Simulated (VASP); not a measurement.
Write the native input for VASP 6.6.1 that does the following.

- Task: single point
- Functional: r2SCAN
- Potentials or basis: VASP PAW PBE potentials, release 64 (Li_sv, H)
- Cutoff: 520 eV
- k mesh: 6 × 6 × 6
- Occupations: fermi-dirac, width 0.02 eV
- Spin: no spin polarisation
- Dipole correction: no
- Further INCAR settings: ALGO = Normal; EDIFF = 1e-06; NBANDS = 9

The system is LiH (rock salt type).

```
CELL_PARAMETERS angstrom
0.00000 2.01000 2.01000
2.01000 0.00000 2.01000
2.01000 2.01000 0.00000
ATOMIC_POSITIONS crystal
Li 0.00000 0.00000 0.00000
H 0.50000 0.50000 0.50000
```

The input as run:

POSCAR

```
LiH
1.0
    0.0000000000      2.0100000000      2.0100000000
    2.0100000000      0.0000000000      2.0100000000
    2.0100000000      2.0100000000      0.0000000000
Li H
1 1
Direct
    0.0000000000      0.0000000000      0.0000000000
    0.5000000000      0.5000000000      0.5000000000
```

INCAR.step1

```
SYSTEM = LiH
PREC = Accurate ; ENCUT = 520
ISMEAR = -1 ; SIGMA = 0.02
LREAL = .FALSE. ; LASPH = .TRUE.
NELM = 80 ; NBANDS = 9
GGA = PE ; ALGO = Normal
EDIFF = 1E-4 ; LWAVE = .TRUE.
LCHARG = .FALSE.
```

INCAR.step2

```
SYSTEM = LiH
PREC = Accurate ; ENCUT = 520
EDIFF = 1E-6 ; ISMEAR = -1
SIGMA = 0.02 ; LREAL = .FALSE.
LASPH = .TRUE. ; NELM = 80
ALGO = Normal ; ISIF = 2
LWAVE = .FALSE. ; LCHARG = .FALSE.
METAGGA = R2SCAN ; LMIXTAU = .TRUE.
NBANDS = 9 ; ISTART = 1
```

KPOINTS

```
Automatic mesh
0
G
  6 6 6
  0 0 0
```

Potentials or basis: VASP PAW PBE potentials, release 64 (Li_sv, H).

Run with:

```sh
$ cat potpaw_PBE.64/Li_sv/POTCAR potpaw_PBE.64/H/POTCAR > POTCAR
$ cp INCAR.step1 INCAR
$ mpirun -np 1 vasp_std > vasp.out
$ cp INCAR.step2 INCAR
$ mpirun -np 1 vasp_std > vasp.out
```

It gave:

```
Band gap on the k mesh : 3.59 eV
```

Caveat: the k points lie up to 0.45 Å⁻¹ apart.

Run time: 13 s on 1 thread of Intel(R) Xeon(R) Platinum 8375C CPU @ 2.90GHz (Ice Lake), on a shared host, peak memory 0.13 GiB.
